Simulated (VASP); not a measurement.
Here is a VASP 6.6.1 calculation.

File INCAR:

```
SYSTEM = GdN
ALGO = Normal ; EDIFF = 1E-6
ENCUT = 520 ; GGA = PE
ISIF = 2 ; ISMEAR = 0
ISPIN = 2 ; LASPH = .TRUE.
LCHARG = .FALSE. ; LDAU = .TRUE.
LDAUJ = 0 0 ; LDAUL = 3 -1
LDAUPRINT = 1 ; LDAUTYPE = 2
LDAUU = 6 0 ; LMAXMIX = 6
LORBIT = 11 ; LREAL = .FALSE.
LWAVE = .FALSE. ; MAGMOM = 7.57 7.57 -0.12 -0.12
NBANDS = 35 ; NELM = 150
PREC = Accurate ; SIGMA = 0.05
```

Contents of KPOINTS:

```
k-points
0
G
  8 8 8
  0 0 0
```

The input POSCAR:

```
GdN
1.0
    4.3804600566      0.0000000000      0.0000000000
    0.0000000000      4.3804600566      0.0000000000
    0.0000000000      0.0000000000      3.8533461592
Gd N
2 2
Direct
    0.5000000000      0.0000000000      0.2159756455
    0.0000000000      0.5000000000      0.7840243545
    0.0000000000      0.0000000000      0.0000000000
    0.5000000000      0.5000000000      0.0000000000
```

Potentials or basis: VASP PAW PBE potentials, release 64 (Gd, N).

The run is started by

```sh
$ cat potpaw_PBE.64/Gd/POTCAR potpaw_PBE.64/N/POTCAR > POTCAR
$ mpirun -np 1 vasp_std > vasp.out
```

Task: What does it give for the site moments?

Result: Gd +6.86; N -0.09 μB.

Task: Estimate the largest force.

Result: 0.045 eV/Å.

Eigenvalues of the final occupation matrices:
```
    site  spin  trace                         eigenvalues
site 1 f     1   6.94  0.99 0.99 0.99 0.99 0.99 0.99 0.99
site 1 f     2   0.05  0.00 0.00 0.00 0.00 0.01 0.01 0.01
site 2 f     1   6.94  0.99 0.99 0.99 0.99 0.99 0.99 0.99
site 2 f     2   0.05  0.00 0.00 0.00 0.00 0.01 0.01 0.01
```

Caveat: spin-orbit coupling is left out, which moves the levels of the heavy elements.
